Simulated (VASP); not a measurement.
La2AlF:

```
CELL_PARAMETERS angstrom
4.07590 0.00000 0.00000
0.00000 4.07590 0.00000
0.00000 0.00000 5.56203
ATOMIC_POSITIONS crystal
La 0.00000 0.00000 0.50000
La 0.50000 0.50000 0.00000
Al 0.00000 0.00000 0.00000
F 0.50000 0.50000 0.50000
```

* Program: VASP 6.6.1
* Task: relaxation of cell and atoms
* Functional: PBE
* Potentials or basis: VASP PAW PBE potentials, release 64 (La, Al, F)
* Cutoff: 600 eV
* k mesh: 4 × 4 × 4
* Occupations: gaussian, width 0.1 eV
* Spin: no spin polarisation

At the start: pressure 9.3 GPa; volume 23.10 Å³/atom.

Problem. Where does the relaxation end?

Solution. Over 5 steps the energy falls by 106.5 meV/atom and the volume is 27.10 Å³/atom (+17.3 %); space group P4/mmm (No. 123, to 0.05 Å).

Step by step:
```csv
step,energy change (eV),largest force (eV/Å),pressure (GPa),volume (Å³)
1,0.0000,0.0000,9.26,92.40
2,-0.4119,0.0000,-1.19,111.38
3,-0.4255,0.0000,0.15,107.90
4,-0.4255,0.0000,0.02,108.22
5,-0.4261,0.0000,-0.03,108.41
```

Final structure:
```cif
data_structure
_symmetry_space_group_name_H-M 'P 1'
_symmetry_Int_Tables_number 1
_cell_length_a 4.2620
_cell_length_b 4.2620
_cell_length_c 5.9679
_cell_angle_alpha 90.000
_cell_angle_beta 90.000
_cell_angle_gamma 90.000
_cell_volume 108.41
loop_
_atom_site_label
_atom_site_type_symbol
_atom_site_fract_x
_atom_site_fract_y
_atom_site_fract_z
_atom_site_occupancy
La1 La 0.00000 0.00000 0.50000 1
La2 La 0.50000 0.50000 0.00000 1
Al1 Al 0.00000 0.00000 0.00000 1
F1 F 0.50000 0.50000 0.50000 1
```

Caveat: the k points lie up to 0.37 Å⁻¹ apart in the final cell; the volume moved by over 15 % at a fixed basis, so the end points are rough.
